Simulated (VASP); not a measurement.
# SrBe2 (I4/mcm) in VASP: further runs

Runs on SrBe2. Level: PBE. Tasks: single point, relaxation of cell and atoms.

Everything below comes from runs of VASP 6.6.1. Logs are shortened: lines on timing, memory, paths and dates and some standing lists are left out, and cuts for length are marked.

## 1. The cell of the first run

Symmetry: I4/mcm, No. 140, tetragonal system. The conventional cell has a = 6.150 Å, b = 6.150 Å, c = 5.119 Å, α = 90.00°, β = 90.00°, γ = 90.00°. Sr (site symmetry 422) has 2 Sr at 2.56 Å and 8 Be at 2.62 Å within 3.4 Å. Within 3.5 Å of Be (site symmetry m2m) lie 4 Sr at 2.62 Å and 11 Be at 2.91 to 3.28 Å.

## 2. Single point, PBE

Input file INCAR:

```
SYSTEM = SrBe2
ALGO = Fast ; EDIFF = 1E-6
ENCUT = 520 ; GGA = PE
ISIF = 2 ; ISMEAR = 0
LASPH = .True. ; LCHARG = .False.
LREAL = .False. ; LWAVE = .False.
NBANDS = 23 ; NELM = 100
PREC = Accurate ; SIGMA = 0.1
```

Input file KPOINTS:

```
k-points
0
Gamma
  4 4 4
  0 0 0
```

Input file POSCAR:

```
SrBe2
1.0
   -3.0750890604      3.0750890604      2.5597076924
    3.0750890604     -3.0750890604      2.5597076924
    3.0750890604      3.0750890604     -2.5597076924
Sr Be
2 4
Direct
    0.2500000000      0.2500000000      0.0000000000
    0.7500000000      0.7500000000      0.0000000000
    0.6670000000      0.1670000000      0.8340000000
    0.1670000000      0.3330000000      0.5000000000
    0.3330000000      0.8330000000      0.1660000000
    0.8330000000      0.6670000000      0.5000000000
```

Potentials or basis: VASP PAW PBE potentials, release 64 (Sr_sv, Be).

Started as:

```bash
$ cat potpaw_PBE.64/Sr_sv/POTCAR potpaw_PBE.64/Be/POTCAR > POTCAR
$ mpirun -np 1 vasp_std > vasp.out
```

OUTCAR:

```text
SYSTEM = SrBe2
   EDIFF = 1E-6
   ENCUT = 520
   GGA = PE
   ISIF = 2
   ISMEAR = 0
   LASPH = .True.
   LREAL = .False.
   NELM = 100
   PREC = Accurate

 ion  position               nearest neighbor table
   1  0.250  0.250  0.000-   2 2.56   2 2.56   6 2.62   3 2.62   4 2.62   5 2.62   4 2.62   6 2.62
                             3 2.62   5 2.62   2 4.35   2 4.35   2 4.35   2 4.35
   2  0.750  0.750  0.000-   1 2.56   1 2.56   5 2.62   3 2.62   5 2.62   6 2.62   6 2.62   3 2.62
                             4 2.62   4 2.62   1 4.35   1 4.35   1 4.35   1 4.35
   3  0.667  0.167  0.834-   1 2.62   2 2.62   1 2.62   2 2.62
   4  0.167  0.333  0.500-   2 2.62   1 2.62   1 2.62   2 2.62
   5  0.333  0.833  0.166-   1 2.62   2 2.62   1 2.62   2 2.62
   6  0.833  0.667  0.500-   1 2.62   2 2.62   2 2.62   1 2.62

 -----------------------------------------------------------------------------
|                                                                             |
|           W    W    AA    RRRRR   N    N  II  N    N   GGGG   !!!           |
|           W    W   A  A   R    R  NN   N  II  NN   N  G    G  !!!           |
|           W    W  A    A  R    R  N N  N  II  N N  N  G       !!!           |
|           W WW W  AAAAAA  RRRRR   N  N N  II  N  N N  G  GGG   !            |
|           WW  WW  A    A  R   R   N   NN  II  N   NN  G    G                |
|           W    W  A    A  R    R  N    N  II  N    N   GGGG   !!!           |
|                                                                             |
|     The distance between some ions is very small. Please check the          |
|     nearest-neighbor list in the OUTCAR file.                               |
|     I HOPE YOU KNOW WHAT YOU ARE DOING!                                     |
|                                                                             |
 -----------------------------------------------------------------------------

  LATTYP: Found a body centered tetragonal cell.
 ALAT       =     6.1501781208
 C/A-ratio  =     0.8324011572

  Lattice vectors:

 A1 = (  -3.0750890604,   3.0750890604,   2.5597076924)
 A2 = (   3.0750890604,  -3.0750890604,   2.5597076924)
 A3 = (   3.0750890604,   3.0750890604,  -2.5597076924)

Analysis of symmetry for initial positions (statically):
=====================================================================
 Subroutine PRICEL returns:
 Original cell was already a primitive cell.

 Routine SETGRP: Setting up the symmetry group for a
 body centered tetragonal supercell.

 Subroutine GETGRP returns: Found 16 space group operations
 (whereof  8 operations were pure point group operations)
 out of a pool of 16 trial point group operations.
[... 121 lines left out ...]
   POTIM  = 0.5000    time-step for ionic-motion
   TEBEG  =    0.0;   TEEND  =   0.0 temperature during run
   PSTRESS=    0.0 pullay stress
   NELECT =      28.0000    total number of electrons
   NUPDOWN=      -1.0000    fix difference up-down
   EMIN   =  10.00;   EMAX   =-10.00  energy-range for DOS
   EFERMI =   0.00;   METHOD = LEGACY
   ISMEAR =     0;   SIGMA  =   0.10  broadening in eV -4-tet -1-fermi 0-gaus
   EFERMI_NEDOS =   21; number of points for ismear=-14 and -15
   IALGO  =     68    algorithm
   IMIX   =      4    mixing-type and parameters
     AMIX     =   0.40;   BMIX     =  1.00
     AMIX_MAG =   1.60;   BMIX_MAG =  1.00
  volume/ion in A,a.u.               =      16.14       108.90
  Fermi-wavevector in a.u.,A,eV,Ry     =   1.082611  2.045837 15.946648  1.172046
  Thomas-Fermi vector in A             =   2.218656
   LORBIT       =      0    0 simple, 1 ext, 2 COOP (PROOUT), +10 PAW based schemes
   GGA     = PE    functional components
   LHFCALC =     F    Hartree Fock is set to
   AEXX    =    0.0000 exact exchange contribution
   IVDW    =     0    specifies the selected vdW correction
   LEPSILON=     F    determine dielectric tensor
   LRPA    =     F    only Hartree local field effects (RPA)
 non-spin polarized calculation
 RMM-DIIS sequential band-by-band and
 Gauss-broadening in eV      SIGMA  =   0.10
  energy-cutoff  :      520.00
  volume of cell :       96.82
 maximum number of plane-waves:      2629
 NGX is ok and might be reduce to    40
   NGX = 19   NGY = 19   NGZ = 19

 number of electron      28.0000000 magnetization

 Free energy of the ion-electron system (eV)
  ---------------------------------------------------
  ext. energy  EPLUGINS =         0.00000000
  ---------------------------------------------------
  free energy    TOTEN  =        -5.89695841 eV

  energy without entropy =       -5.88621483  energy(sigma->0) =       -5.89158662

 E-fermi :   4.2278     XC(G=0):  -9.7717

 val. band max:        4.2126702335   @ k =  -0.2500   0.2500   0.0000
 cond. band min:       4.2665970880   @ k =  -0.2500   0.2500   0.0000
 fundamental gap:      0.0539268544
 Fermi energy:         4.2277830344

 k-point     1 :       0.0000    0.0000    0.0000
  band No.  band energies     occupation
      1     -31.3499      2.00000
      2     -30.1377      2.00000
      3     -16.0608      2.00000
      4     -13.4482      2.00000
      5     -13.4482      2.00000
      6     -12.4485      2.00000
[... 327 lines left out ...]
     22       9.4393      0.00000
     23       9.5244      0.00000

------------------------ aborting loop because EDIFF is reached ----------------------------------------

  FORCE on cell =-STRESS in cart. coord.  units (eV):
  Direction    XX          YY          ZZ          XY          YZ          ZX
  --------------------------------------------------------------------------------------
  -------------------------------------------------------------------------------------
  Total       10.4811277     10.4811277     15.8761449      0.0000000     -0.0000000      0.0000000
  in kB      173.4414251    173.4414251    262.7180271      0.0000000     -0.0000000      0.0000000
  external PRESSURE =     203.2002924 kB  Pullay stress =       0.0000000 kB

 VOLUME and BASIS-vectors are now :
 -----------------------------------------------------------------------------
  energy-cutoff  :      520.00
  volume of cell :       96.82
      direct lattice vectors                 reciprocal lattice vectors
    -3.075089060  3.075089060  2.559707692     0.000000000  0.162596917  0.195334804
     3.075089060 -3.075089060  2.559707692     0.162596917  0.000000000  0.195334804
     3.075089060  3.075089060 -2.559707692     0.162596917  0.162596917  0.000000000

 POSITION                                       TOTAL-FORCE (eV/Angst)
 -----------------------------------------------------------------------------------
      0.00000      0.00000      1.27985         0.000000     -0.000000      0.000000
      0.00000      0.00000      3.83956         0.000000     -0.000000      0.000000
      1.02708      4.10217      0.00000        -1.045095     -1.045095      0.000000
      2.04801      1.02708      0.00000         1.045095     -1.045095     -0.000000
      2.04801     -1.02708      2.55971         1.045095      1.045095     -0.000000
      1.02708      2.04801      2.55971        -1.045095      1.045095      0.000000
 -----------------------------------------------------------------------------------
    total drift:                               -0.000000     -0.000000      0.000000

  FREE ENERGIE OF THE ION-ELECTRON SYSTEM (eV)
  ---------------------------------------------------
  free  energy   TOTEN  =        -5.8969584104 eV

  energy  without entropy=       -5.8862148253  energy(sigma->0) =       -5.89158662
```

OSZICAR:

```text
N       E                     dE             d eps       ncg     rms          rms(c)
DAV:   1     0.130266913216E+03    0.13027E+03   -0.12739E+04   598   0.109E+03
DAV:   2     0.467246158567E+01   -0.12559E+03   -0.12021E+03   711   0.237E+02
DAV:   3    -0.647136588374E+01   -0.11144E+02   -0.10852E+02  1086   0.560E+01
DAV:   4    -0.681076983508E+01   -0.33940E+00   -0.33741E+00   789   0.811E+00
DAV:   5    -0.682184160610E+01   -0.11072E-01   -0.11071E-01   910   0.120E+00    0.512E+01
RMM:   6    -0.606091017272E+01    0.76093E+00   -0.56513E-01   629   0.258E+00    0.287E+01
RMM:   7    -0.591125330957E+01    0.14966E+00   -0.74164E-01   754   0.315E+00    0.134E+00
RMM:   8    -0.589473430436E+01    0.16519E-01   -0.81010E-02   745   0.127E+00    0.733E-01
RMM:   9    -0.589642024966E+01   -0.16859E-02   -0.22354E-02   893   0.552E-01    0.279E-01
RMM:  10    -0.589688263810E+01   -0.46239E-03   -0.46486E-03   941   0.244E-01    0.181E-01
RMM:  11    -0.589689476526E+01   -0.12127E-04   -0.13632E-03   910   0.172E-01    0.139E-01
RMM:  12    -0.589693485262E+01   -0.40087E-04   -0.60160E-04   935   0.836E-02    0.673E-02
RMM:  13    -0.589694285478E+01   -0.80022E-05   -0.16562E-04   965   0.451E-02    0.257E-02
RMM:  14    -0.589695111577E+01   -0.82610E-05   -0.78177E-05   899   0.321E-02    0.663E-03
RMM:  15    -0.589695544358E+01   -0.43278E-05   -0.35995E-05   713   0.168E-02    0.702E-03
RMM:  16    -0.589695745460E+01   -0.20110E-05   -0.17059E-05   648   0.133E-02    0.150E-03
RMM:  17    -0.589695841045E+01   -0.95585E-06   -0.89511E-06   589   0.811E-03
   1 F= -.58969584E+01 E0= -.58915866E+01  d E =-.107436E-01
```

Run time: 64 s. Hardware: 1 thread of Intel Xeon Platinum 8375C at 2.90GHz (Ice Lake), shared host; peak memory 0.24 GiB.

What came out:

* Free energy: -5.8970 eV
* Pressure: 20.3 GPa
* Largest force: 1.478 eV/Å
* Band gap on the k mesh: zero (bands 14 and 15 overlap by 1.73 eV)

Forces on the atoms (eV/Å):
```
Sr   0.000  0.000  0.000
Sr   0.000  0.000  0.000
Be  -1.045 -1.045  0.000
Be   1.045 -1.045  0.000
Be   1.045  1.045  0.000
Be  -1.045  1.045  0.000
```

Levels at points of the mesh, in eV from the Fermi level:
| k point | band 12 | band 13 | band 14 | band 15 | band 16 | band 17 |
| --- | --- | --- | --- | --- | --- | --- |
| (0.00, 0.00, 0.00) | -2.66 | 0.10 | 0.61 | 0.88 | 1.02 | 1.11 |
| (0.50, 0.00, 0.00) | -2.13 | -1.04 | -1.04 | 0.69 | 0.69 | 1.10 |
| (0.50, 0.50, 0.00) | -1.44 | -0.88 | -0.83 | -0.10 | 0.36 | 0.97 |
| (0.50, 0.50, 0.50) | -2.25 | -1.53 | -1.53 | -1.12 | -0.95 | 0.26 |

Caveat: the k points lie up to 0.40 Å⁻¹ apart, too coarse for converged energies and pressures of a metal; forces of over 1 eV/Å act on the atoms, so gaps and moduli don't describe the material at rest.

## 3. Single point, PBE

This run uses another cell than the first one, of 17.90 Å³/atom.

Input file INCAR:

```
SYSTEM = SrBe2
PREC = Accurate
ENCUT = 520
EDIFF = 1E-6
ISMEAR = 0
SIGMA = 0.1
LREAL = .FALSE.
LASPH = .TRUE.
NELM = 80
ALGO = Fast
ISIF = 2
LWAVE = .FALSE.
LCHARG = .TRUE.
GGA = PE
LELF = .TRUE.
LVHAR = .TRUE.
NBANDS = 23
```

Input file KPOINTS:

```
regular mesh
0
G
  4 4 4
  0 0 0
```

Input file POSCAR:

```
SrBe2
1.0
   -2.2728193118      2.2728193118      5.1977196809
    2.2728193118     -2.2728193118      5.1977196809
    2.2728193118      2.2728193118     -5.1977196809
Sr Be
2 4
Direct
    0.2500000000      0.2500000000      0.0000000000
    0.7500000000      0.7500000000      0.0000000000
    0.6612000317      0.1612000317      0.8224000634
    0.1612000317      0.3387999683      0.5000000000
    0.3387999683      0.8387999683      0.1775999366
    0.8387999683      0.6612000317      0.5000000000
```

Potentials or basis: VASP PAW PBE potentials, release 64 (Sr_sv, Be).

Started as:

```bash
$ cat potpaw_PBE.64/Sr_sv/POTCAR potpaw_PBE.64/Be/POTCAR > POTCAR
$ mpirun -np 1 vasp_std > vasp.out
```

Run time: 2.1 min. Hardware: 1 thread of Intel Xeon Platinum 8375C at 2.90GHz (Ice Lake), shared host; peak memory 0.32 GiB.

It converged, with:

* Free energy: -15.8299 eV
* Pressure: 0.2 GPa
* Largest force: 0.004 eV/Å
* Band gap on the k mesh: zero (bands 14 and 15 overlap by 0.73 eV)

Forces on the atoms (eV/Å):
```
Sr   0.000  0.000  0.000
Sr   0.000  0.000  0.000
Be   0.003  0.003  0.000
Be  -0.003  0.003  0.000
Be  -0.003 -0.003  0.000
Be   0.003 -0.003  0.000
```

Stress tensor (GPa, compression positive):
```
0.13 0.00 0.00
0.00 0.13 0.00
0.00 0.00 0.23
```

Levels at points of the mesh, in eV from the Fermi level:
```tsv
k point	band 12	band 13	band 14	band 15	band 16	band 17
(0.00, 0.00, 0.00)	-1.25	-1.13	-0.97	-0.70	-0.23	0.97
(0.50, 0.00, 0.00)	-1.10	-0.84	-0.84	1.13	1.13	2.75
(0.50, 0.50, 0.00)	-3.00	-1.13	0.03	0.32	1.42	2.78
(0.50, 0.50, 0.50)	-1.18	-0.30	-0.30	0.62	0.97	0.97
```

Caveat: the k points lie up to 0.38 Å⁻¹ apart, too coarse for converged energies and pressures of a metal.

## 4. Single point, PBE

This run uses another cell than the first one, of 18.01 Å³/atom.

Input file INCAR:

```
SYSTEM = SrBe2
  PREC = Accurate
  ENCUT = 520
  EDIFF = 1E-7
  ISMEAR = 0
  SIGMA = 0.1
  LREAL = .False.
  LASPH = .True.
  NELM = 100
  ALGO = Normal
  ISIF = 2
  LWAVE = .False.
  LCHARG = .False.
  GGA = PE
  NBANDS = 23
```

Input file KPOINTS:

```
regular mesh
0
Gamma
  6 6 6
  0 0 0
```

Input file POSCAR:

```
SrBe2
1.0
   -2.2707784842      2.2707784842      5.2385800981
    2.2707784842     -2.2707784842      5.2385800981
    2.2707784842      2.2707784842     -5.2385800981
Sr Be
2 4
Direct
    0.2500000000      0.2500000000      0.0000000000
    0.7500000000      0.7500000000      0.0000000000
    0.6611133196      0.1611133196      0.8222266392
    0.1611133196      0.3388866804      0.5000000000
    0.3388866804      0.8388866804      0.1777733608
    0.8388866804      0.6611133196      0.5000000000
```

Started as:

```bash
$ cat potpaw_PBE.64/Sr_sv/POTCAR potpaw_PBE.64/Be/POTCAR > POTCAR
$ mpirun -np 1 vasp_std > vasp.out
```

Run time: 2.6 min. Hardware: 1 thread of Intel Xeon Platinum 8375C at 2.90GHz (Ice Lake), shared host; peak memory 0.35 GiB.

The run converged. Its results:

| Property | Result |
| --- | --- |
| Free energy | -15.8181 eV |
| Pressure | 0.1 GPa |
| Band gap on the k mesh | zero (bands 14 and 15 overlap by 0.94 eV) |

Forces on the atoms (eV/Å):
```
Sr   0.000  0.000  0.000
Sr   0.000  0.000  0.000
Be   0.002  0.002  0.000
Be  -0.002  0.002  0.000
Be  -0.002 -0.002  0.000
Be   0.002 -0.002  0.000
```

Levels at points of the mesh, in eV from the Fermi level:
| k point | band 11 | band 12 | band 13 | band 14 | band 15 | band 16 | band 17 | band 18 |
| --- | --- | --- | --- | --- | --- | --- | --- | --- |
| (0.00, 0.00, 0.00) | -1.35 | -1.35 | -1.22 | -1.14 | -0.83 | -0.39 | 0.87 | 3.76 |
| (0.50, 0.00, 0.00) | -1.22 | -1.22 | -0.97 | -0.97 | 1.03 | 1.03 | 2.65 | 2.65 |
| (0.50, 0.50, 0.00) | -3.83 | -3.16 | -1.23 | -0.08 | 0.21 | 1.31 | 2.62 | 2.97 |
| (0.50, 0.50, 0.50) | -2.88 | -1.30 | -0.43 | -0.43 | 0.45 | 0.87 | 0.88 | 0.88 |

## 5. Relaxation of cell and atoms, PBE

Input file INCAR:

```
SYSTEM = SrBe2
PREC = Accurate
ENCUT = 600
EDIFF = 1E-6
ISMEAR = 0
SIGMA = 0.1
LREAL = .False.
LASPH = .True.
NELM = 80
ALGO = Fast
ISIF = 3
LWAVE = .False.
LCHARG = .False.
GGA = PE
IBRION = 2
NSW = 90
EDIFFG = -0.04
```

Input file KPOINTS:

```
regular mesh
0
Gamma
  4 4 4
  0 0 0
```

Input file POSCAR:

```
SrBe2
1.0
   -3.0750890604      3.0750890604      2.5597076924
    3.0750890604     -3.0750890604      2.5597076924
    3.0750890604      3.0750890604     -2.5597076924
Sr Be
2 4
Direct
    0.2500000000      0.2500000000      0.0000000000
    0.7500000000      0.7500000000      0.0000000000
    0.6670000000      0.1670000000      0.8340000000
    0.1670000000      0.3330000000      0.5000000000
    0.3330000000      0.8330000000      0.1660000000
    0.8330000000      0.6670000000      0.5000000000
```

Started as:

```bash
$ cat potpaw_PBE.64/Sr_sv/POTCAR potpaw_PBE.64/Be/POTCAR > POTCAR
$ mpirun -np 1 vasp_std > vasp.out
```

Wall time 29 min (1 thread of Intel Xeon Platinum 8375C at 2.90GHz (Ice Lake), shared host); peak memory 0.27 GiB.

It converged, with:

```yaml
Free_energy: -15.7134 eV
Relaxed_volume: 17.74 Å³/atom
Relaxed_cell: a = 6.060 Å, b = 6.060 Å, c = 6.060 Å, α = 135.87°, β = 135.87°, γ = 64.19°
Space_group_after_relaxing_to_0.1_Å: I4/mcm (No. 140)
Energy_gained_by_relaxing: 1636.0 meV/atom
Ionic_steps: 22
Pressure_after_relaxing: 0.1 GPa
Largest_force_after_relaxing: 0.030 eV/Å
Band_gap_on_the_k_mesh: zero (bands 14 and 15 overlap by 0.69 eV)
```

Forces in eV/Å, atoms in the order of the input:
```
Sr   0.000  0.000  0.000
Sr   0.000  0.000  0.000
Be   0.022  0.022  0.000
Be  -0.022  0.022  0.000
Be  -0.022 -0.022  0.000
Be   0.022 -0.022  0.000
```

Stress tensor (GPa, compression positive):
```
0.06 0.00 0.00
0.00 0.06 0.00
0.00 0.00 0.17
```

Step by step:
| step | energy change (eV) | largest force (eV/Å) | pressure (GPa) | volume (Å³) |
| --- | --- | --- | --- | --- |
| 1 | 0.0000 | 1.4778 | 20.33 | 96.82 |
| 2 | -2.7415 | 0.9039 | 5.02 | 128.37 |
| 3 | -3.3261 | 0.6741 | 0.10 | 151.63 |
| 4 | -3.3787 | 0.5955 | -1.14 | 161.25 |
| 5 | -3.9498 | 0.8035 | -1.32 | 160.98 |
| 6 | -5.5597 | 0.9226 | -2.17 | 156.08 |
| 7 | -4.9661 | 7.3664 | 3.23 | 131.56 |
| 8 | -6.2123 | 0.7900 | -2.49 | 152.23 |
| 9 | -7.1636 | 0.8138 | -2.66 | 143.09 |
| 10 | -7.2014 | 2.7638 | -1.66 | 137.59 |
| 11 | -7.2637 | 1.5702 | -2.25 | 140.62 |
| 12 | -7.9851 | 2.2891 | -3.07 | 133.90 |
| 13 | -6.5539 | 5.3710 | 2.41 | 108.03 |
| 14 | -8.1883 | 3.1807 | -2.68 | 128.24 |
| 15 | -8.7671 | 2.4941 | -3.27 | 124.14 |
| 16 | -9.2346 | 1.2347 | -3.09 | 113.99 |
| 17 | -9.5944 | 0.7857 | -2.35 | 111.65 |
| 18 | -9.7334 | 0.4901 | -1.64 | 110.11 |
| 19 | -9.8011 | 0.0560 | 0.15 | 106.97 |
| 20 | -9.8113 | 0.0801 | -0.38 | 107.80 |
| 21 | -9.8133 | 0.0673 | -0.28 | 107.46 |
| 22 | -9.8161 | 0.0305 | 0.10 | 106.45 |

Final structure:
```cif
data_structure
_symmetry_space_group_name_H-M 'P 1'
_symmetry_Int_Tables_number 1
_cell_length_a 6.0600
_cell_length_b 6.0600
_cell_length_c 6.0600
_cell_angle_alpha 135.865
_cell_angle_beta 135.865
_cell_angle_gamma 64.188
_cell_volume 106.45
loop_
_atom_site_label
_atom_site_type_symbol
_atom_site_fract_x
_atom_site_fract_y
_atom_site_fract_z
_atom_site_occupancy
Sr1 Sr 0.25000 0.25000 0.00000 1
Sr2 Sr 0.75000 0.75000 0.00000 1
Be1 Be 0.66001 0.16001 0.82002 1
Be2 Be 0.16001 0.33999 0.50000 1
Be3 Be 0.33999 0.83999 0.17998 1
Be4 Be 0.83999 0.66001 0.50000 1
```

Levels at points of the mesh, in eV from the Fermi level:
```tsv
k point	band 11	band 12	band 13	band 14	band 15	band 16	band 17	band 18
(0.00, 0.00, 0.00)	-1.34	-1.34	-1.12	-0.91	-0.64	-0.21	0.98	4.21
(0.50, 0.00, 0.00)	-1.10	-1.10	-0.88	-0.88	1.09	1.09	2.74	2.74
(0.50, 0.50, 0.00)	-3.73	-3.00	-1.15	0.04	0.31	1.45	3.33	4.61
(0.50, 0.50, 0.50)	-2.84	-1.22	-0.36	-0.36	0.71	0.96	0.99	1.23
```

Caveat: the k points lie up to 0.38 Å⁻¹ apart in the final cell, too coarse for converged energies and pressures of a metal; a cell axis changed by over 15 % at a fixed basis, so the end point is rough.

## 6. Summary

| task | cell | k mesh | cutoff (eV) | gap on the mesh (eV) | pressure (GPa) | largest force (eV/Å) |
| --- | --- | --- | --- | --- | --- | --- |
| single point | a = 5.046 Å, angles 104.9, 104.9, 119.0°, 6 atoms, atomic positions A | 4 × 4 × 4 | 520 | none | 20.3 | 1.48 |
| single point | a = 6.111 Å, angles 136.3, 136.3, 63.5°, 6 atoms, atomic positions B | 4 × 4 × 4 | 520 | none | 0.2 | - |
| single point | a = 6.145 Å, angles 136.6, 136.6, 63.0°, 6 atoms, atomic positions B | 6 × 6 × 6 | 520 | none | 0.1 | - |
| relaxation of cell and atoms | relaxed from a = 5.046 Å, angles 104.9, 104.9, 119.0°, 6 atoms, atomic positions A | 4 × 4 × 4 | 600 | none | 0.1 | 0.03 |

Alike in all rows: level PBE; potentials or basis VASP PAW PBE potentials, release 64 (Sr_sv, Be); no spin polarisation; smearing gaussian 0.1 eV.

Caveats: some runs use coarse meshes; forces of over 1 eV/Å act on the atoms, so gaps and moduli don't describe the material at rest (at least some runs); a cell axis changed by over 15 % at a fixed basis, so the end point is rough (at least some runs).

Absolute energies hang on the potentials; compare differences alone.

The gap in the log of VASP goes by the Fermi energy; the results here count the filled bands.